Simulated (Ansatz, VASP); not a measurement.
As in VASP and in Ansatz

```
As
1.0
     1.82500   -5.50000    0.00000
     1.82500    5.50000    0.00000
     0.00000    0.00000    4.47000
As
4
Direct
  0.39000 0.61000 0.56000
  0.89000 0.11000 0.94000
  0.61000 0.39000 0.44000
  0.11000 0.89000 0.06000
```

Alike in both runs: functional PBEsol; k mesh 8 × 8 × 6; occupations fermi-dirac, width 0.05 eV; non-collinear spin, spin-orbit coupling.

```csv
,VASP,Ansatz
version,VASP 6.6.1,Ansatz 0.2.0
potentials or method,"VASP PAW PBE potentials, release 64 (As)",Ansatz PAW
plane-wave cutoff (eV),520,420
valence electrons in the cell,20,60
task,single point,band structure
```

```csv
,VASP,Ansatz,Ansatz less VASP
pressure (GPa),0.1,-0.3,-0.43
"traceless stress, the component that is largest in VASP (GPa)",-0.91,-0.89,+0.025
rms of the force components (eV/Å),0.071,0.066,-0.0048
net moment per atom (μB),0.00,0.00,0.000
```

VASP's potentials were made for PBE, not for PBEsol. Atom by atom the forces differ by 0.045 eV/Å (rms over components). VASP's potentials hold 20 valence electrons a cell and Ansatz's 60, so a difference there can come from the potentials and not from the codes.
